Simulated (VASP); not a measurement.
Write the native input for VASP 6.6.1 that does the following.

```yaml
Task: single point
Functional: LDA
Potentials_or_basis: VASP PAW LDA potentials, release 64 (Ta_pv, Ru_pv)
Cutoff: 520 eV
k_mesh: 7 × 7 × 6
Occupations: fermi-dirac, width 0.1 eV
Spin: no spin polarisation
Dipole_correction: no
Further_INCAR_settings: ALGO = Normal; EDIFF = 1e-06; NBANDS = 20
```

The structure of TaRu lies in POSCAR:

```
TaRu
1.0
    3.0530000000      0.0000000000      0.0000000000
    0.0000000000      3.0530000000      0.0000000000
    0.0000000000      0.0000000000      3.3890000000
Ta Ru
1 1
Direct
    0.5000000000      0.5000000000      0.5000000000
    0.0000000000      0.0000000000      0.0000000000
```

The input as run:

INCAR

```
SYSTEM = TaRu
  PREC = Accurate
  ENCUT = 520
  EDIFF = 1E-6
  ISMEAR = -1
  SIGMA = 0.1
  LREAL = .False.
  LASPH = .True.
  NELM = 100
  ALGO = Normal
  ISIF = 2
  LWAVE = .False.
  LCHARG = .True.
  LELF = .True.
  LVHAR = .True.
  NBANDS = 20
```

KPOINTS

```
regular mesh
0
Gamma
  7 7 6
  0 0 0
```

Potentials or basis: VASP PAW LDA potentials, release 64 (Ta_pv, Ru_pv).

Command:

```console
$ cat potpaw_LDA.64/Ta_pv/POTCAR potpaw_LDA.64/Ru_pv/POTCAR > POTCAR
$ mpirun -np 1 vasp_std > vasp.out
```

It gave:

| Property | Result |
| --- | --- |
| Pressure | -9.9 GPa |

It took 15 s on 1 thread of Intel(R) Xeon(R) Platinum 8259CL CPU @ 2.50GHz (Skylake/Cascade Lake) (shared host), peak memory 0.15 GiB.
